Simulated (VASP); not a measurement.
Input of a VASP 6.6.1 run:

The input INCAR:

```
ALGO     = Normal         # electronic algorithm
EDIFF    = 1E-6           # SCF threshold, eV
ENCUT    = 520            # plane-wave cutoff, eV
GGA      = PE             # functional
ISIF     = 2              # what is computed and relaxed
ISMEAR   = 0              # smearing method
ISPIN    = 2              # spin polarisation
LASPH    = T              # aspherical terms in the spheres
LCHARG   = T              # write CHGCAR
LELF     = T              # ELF
LMAXMIX  = 4              # l up to which the mixer works
LORBIT   = 11             # projections on sites
LREAL    = F              # projectors in reciprocal space
LVHAR    = T            
LWAVE    = F              # write WAVECAR
MAGMOM   = 0.875          # initial moments
NBANDS   = 16             # bands
NELM     = 150            # most SCF steps
NUPDOWN  = 0.875          # fixed moment
PREC     = Accurate       # precision mode
SIGMA    = 0.15           # smearing width, eV
```

KPOINTS

```
k-points
0
Gamma
  20 20 20
```

File POSCAR:

```
Ti
1.0
    0.0000000000      2.1351235515      2.1351235515
    2.1351235515      0.0000000000      2.1351235515
    2.1351235515      2.1351235515      0.0000000000
Ti
1
Direct
    0.0000000000      0.0000000000      0.0000000000
```

Potentials or basis: VASP PAW PBE potentials, release 64 (Ti_sv).

The run is started by

```sh
$ cat potpaw_PBE.64/Ti_sv/POTCAR > POTCAR
$ mpirun -np 1 vasp_std > vasp.out
```

Question: Predict the pressure.

Answer: -8.5 GPa.

Caveat: the cell stands under tension; the total moment is fixed, so each spin has its own Fermi level and the state may be an excited one.
